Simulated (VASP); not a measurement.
# BAs (F-43m) in VASP: a series of runs

The runs below take BAs through single point, with PBEsol.

Everything below comes from runs of VASP 6.6.1. Logs are shortened: lines on timing, memory, paths and dates and some standing lists are left out, and cuts for length are marked.

### 1 The cell of the first run

It takes space group F-43m (No. 216, cubic). Conventional cell: a = 4.777 Å, b = 4.777 Å, c = 4.777 Å, α = 90.00°, β = 90.00°, γ = 90.00°. As (site symmetry -43m) has 4 B at 2.07 Å within 2.7 Å. Within 2.7 Å of B (site symmetry -43m) lie 4 As at 2.07 Å.

### 2 Single point, PBEsol, collinear spin, ferromagnetic start

File INCAR:

```
SYSTEM = BAs
PREC = Accurate ; ENCUT = 520
EDIFF = 1E-7 ; ISMEAR = -1
SIGMA = 0.15 ; LREAL = .False.
LASPH = .True. ; NELM = 150
ALGO = Normal ; ISIF = 2
LWAVE = .False. ; LCHARG = .True.
ISPIN = 2 ; MAGMOM = 0.5 0
LORBIT = 11 ; GGA = PS
LELF = .True. ; LVHAR = .True.
NBANDS = 15
```

File KPOINTS:

```
Automatic mesh
0
Gamma
  10 10 10
  0 0 0
```

File POSCAR:

```
BAs
1.0
    0.0000000000      2.3885000000      2.3885000000
    2.3885000000      0.0000000000      2.3885000000
    2.3885000000      2.3885000000      0.0000000000
As B
1 1
Direct
    0.7500000000      0.7500000000      0.7500000000
    0.0000000000      0.0000000000      0.0000000000
```

Potentials or basis: VASP PAW PBE potentials, release 64 (As, B).

Launch:

```
> cat potpaw_PBE.64/As/POTCAR potpaw_PBE.64/B/POTCAR > POTCAR
> mpirun -np 1 vasp_std > vasp.out
```

OUTCAR:

```text
SYSTEM = BAs
   PREC = Accurate
   ENCUT = 520
   EDIFF = 1E-7
   ISMEAR = -1
   LREAL = .False.
   LASPH = .True.
   NELM = 150
   ISIF = 2
   ISPIN = 2
   LORBIT = 11
   GGA = PS

 ion  position               nearest neighbor table
   1  0.750  0.750  0.750-   2 2.07   2 2.07   2 2.07   2 2.07
   2  0.000  0.000  0.000-   1 2.07   1 2.07   1 2.07   1 2.07

  LATTYP: Found a face centered cubic cell.
 ALAT       =     4.7770000000

  Lattice vectors:

 A1 = (   0.0000000000,   2.3885000000,   2.3885000000)
 A2 = (   2.3885000000,   0.0000000000,   2.3885000000)
 A3 = (   2.3885000000,   2.3885000000,   0.0000000000)

Analysis of symmetry for initial positions (statically):
=====================================================================
 Subroutine PRICEL returns:
 Original cell was already a primitive cell.

 Routine SETGRP: Setting up the symmetry group for a
 face centered cubic supercell.

 Subroutine GETGRP returns: Found 24 space group operations
 (whereof 24 operations were pure point group operations)
 out of a pool of 48 trial point group operations.

The static configuration has the point symmetry T_d .

Analysis of symmetry for dynamics (positions and initial velocities):
=====================================================================
 Subroutine PRICEL returns:
 Original cell was already a primitive cell.

 Routine SETGRP: Setting up the symmetry group for a
 face centered cubic supercell.

 Subroutine GETGRP returns: Found 24 space group operations
 (whereof 24 operations were pure point group operations)
 out of a pool of 48 trial point group operations.

The dynamic configuration has the point symmetry T_d .

Analysis of structural, dynamic, and magnetic symmetry:
=====================================================================
 Subroutine PRICEL returns:
 Original cell was already a primitive cell.

 Routine SETGRP: Setting up the symmetry group for a
 face centered cubic supercell.

 Subroutine GETGRP returns: Found 24 space group operations
 (whereof 24 operations were pure point group operations)
 out of a pool of 48 trial point group operations.

The overall configuration has the point symmetry T_d .

 Subroutine INISYM returns: Found 24 space group operations
 (whereof 24 operations are pure point group operations),
 and found     1 'primitive' translations

----------------------------------------------------------------------------------------

                                     Primitive cell

  volume of cell :      27.2525

  direct lattice vectors                    reciprocal lattice vectors
     0.000000000  2.388500000  2.388500000    -0.209336404  0.209336404  0.209336404
     2.388500000  0.000000000  2.388500000     0.209336404 -0.209336404  0.209336404
     2.388500000  2.388500000  0.000000000     0.209336404  0.209336404 -0.209336404

  length of vectors
[... 134 lines left out ...]
 val. band max:        6.0434603170   @ k =   0.0000   0.0000   0.0000
 cond. band min:       7.1194002499   @ k =   0.4000   0.4000   0.0000
 fundamental gap:      1.0759399330
 Fermi energy:         6.5420255558

 spin component 1

 k-point     1 :       0.0000    0.0000    0.0000
  band No.  band energies     occupation
      1      -9.3936      1.00000
      2       6.0433      0.96527
      3       6.0433      0.96527
      4       6.0433      0.96527
      5       9.2834      0.00000
      6       9.2834      0.00000
      7       9.2834      0.00000
      8      10.7250      0.00000
      9      15.3897      0.00000
     10      18.9743      0.00000
     11      18.9743      0.00000
     12      20.2580      0.00000
     13      20.2580      0.00000
     14      20.2580      0.00000
[... 403 lines left out ...]
      4       2.5342      1.00000
      5       7.6499      0.00062
      6       9.3355      0.00000
      7      14.8453      0.00000
      8      15.0845      0.00000
      9      18.0314      0.00000
     10      21.7264      0.00000
     11      21.8859      0.00000
     12      24.6373      0.00000
     13      25.1526      0.00000
     14      26.6281      0.00000
     15      26.9875      0.00000

 [... further k-points ...]

 spin component 2

 k-point     1 :       0.0000    0.0000    0.0000
  band No.  band energies     occupation
      1      -9.3935      1.00000
      2       6.0435      0.96524
      3       6.0435      0.96524
      4       6.0435      0.96524
      5       9.2837      0.00000
      6       9.2837      0.00000
      7       9.2837      0.00000
      8      10.7251      0.00000
      9      15.3894      0.00000
     10      18.9747      0.00000
     11      18.9747      0.00000
     12      20.2582      0.00000
     13      20.2582      0.00000
     14      20.2582      0.00000
[... 403 lines left out ...]
      4       2.5344      1.00000
      5       7.6500      0.00062
      6       9.3356      0.00000
      7      14.8455      0.00000
      8      15.0847      0.00000
      9      18.0315      0.00000
     10      21.7264      0.00000
     11      21.8863      0.00000
     12      24.6374      0.00000
     13      25.1529      0.00000
     14      26.6283      0.00000
     15      26.9877      0.00000

 [... further k-points ...]
[... 5 lines left out ...]
  --------------------------------------------------------------------------------------
  -------------------------------------------------------------------------------------
  Total        0.0113656      0.0113656      0.0113656     -0.0000000      0.0000000      0.0000000
  in kB        0.6681840      0.6681840      0.6681840     -0.0000000      0.0000000      0.0000000
  external PRESSURE =       0.6681840 kB  Pullay stress =       0.0000000 kB

 VOLUME and BASIS-vectors are now :
 -----------------------------------------------------------------------------
  energy-cutoff  :      520.00
  volume of cell :       27.25
      direct lattice vectors                 reciprocal lattice vectors
     0.000000000  2.388500000  2.388500000    -0.209336404  0.209336404  0.209336404
     2.388500000  0.000000000  2.388500000     0.209336404 -0.209336404  0.209336404
     2.388500000  2.388500000  0.000000000     0.209336404  0.209336404 -0.209336404

 POSITION                                       TOTAL-FORCE (eV/Angst)
 -----------------------------------------------------------------------------------
      3.58275      3.58275      3.58275        -0.000000     -0.000000     -0.000000
      0.00000      0.00000      0.00000         0.000000      0.000000      0.000000
 -----------------------------------------------------------------------------------
    total drift:                                0.000000      0.000000      0.000000

  FREE ENERGIE OF THE ION-ELECTRON SYSTEM (eV)
  ---------------------------------------------------
  free  energy   TOTEN  =       -12.2040291997 eV

  energy  without entropy=      -12.2031708580  energy(sigma->0) =      -12.20360003

 total charge

# of ion       s       p       d       tot
------------------------------------------
    1        1.175   1.664   0.088   2.927
    2        0.654   1.170   0.000   1.825
--------------------------------------------------
tot          1.829   2.834   0.088   4.752

 magnetization (x)

# of ion       s       p       d       tot
------------------------------------------
    1       -0.000  -0.000   0.000  -0.000
    2       -0.000  -0.000   0.000  -0.000
--------------------------------------------------
tot         -0.000  -0.000   0.000  -0.000
```

stdout:

```text
POSCAR found type information on POSCAR AsB
 POSCAR found :  2 types and       2 ions
 scaLAPACK will be used
 -----------------------------------------------------------------------------
|                                                                             |
|                                                                             |
|     You enforced a specific xc type in the INCAR file but a different       |
|     I HOPE YOU KNOW WHAT YOU ARE DOING!                                     |
|                                                                             |
 -----------------------------------------------------------------------------

 LDA part: xc-table for (Slater+PW92), standard interpolation
 POSCAR, INCAR and KPOINTS ok, starting setup
 FFT: planning ... GRIDC
 FFT: planning ... GRID_SOFT
 FFT: planning ... GRID
 WAVECAR not read
 entering main loop
```

Run time: 27 s. Hardware: 1 thread of Intel Xeon Platinum 8488C (Sapphire Rapids), shared host; peak memory 0.18 GiB.

Results:

| Item | Value |
| --- | --- |
| Free energy | -12.2040 eV |
| Pressure | 0.1 GPa |
| Band gap on the k mesh | 1.08 eV, indirect (least direct gap 3.24 eV) |
| Net moment | 0.00 μB per cell |
| Valence electrons inside the program's atomic spheres | As 2.93; B 1.82 |

Levels at points of the mesh, in eV from the valence-band top:
Spin up:
| k point | band 1 | band 2 | band 3 | band 4 | band 5 | band 6 | band 7 | band 8 | band 9 |
| --- | --- | --- | --- | --- | --- | --- | --- | --- | --- |
| (0.00, 0.00, 0.00) | -15.44 | 0.00 | 0.00 | 0.00 | 3.24 | 3.24 | 3.24 | 4.68 | 9.35 |
| (0.50, 0.00, 0.00) | -12.55 | -8.83 | -1.83 | -1.83 | 2.65 | 4.73 | 4.73 | 8.71 | 12.55 |
| (0.50, 0.50, 0.00) | -11.24 | -8.53 | -4.11 | -4.11 | 1.31 | 1.34 | 11.34 | 11.34 | 12.78 |
Spin down:
| k point | band 2 | band 3 | band 4 | band 5 | band 6 | band 7 |
| --- | --- | --- | --- | --- | --- | --- |
| (0.00, 0.00, 0.00) | 0.00 | 0.00 | 0.00 | 3.24 | 3.24 | 3.24 |
| (0.50, 0.00, 0.00) | -8.83 | -1.83 | -1.83 | 2.65 | 4.73 | 4.73 |
| (0.50, 0.50, 0.00) | -8.53 | -4.11 | -4.11 | 1.31 | 1.34 | 11.34 |

Caveat: the PAW data sets were made with another functional, which shifts forces and pressure a little. Expect the measured gap to be larger: semilocal functionals such as PBEsol lack the derivative discontinuity.

[end of part 1 of 2]
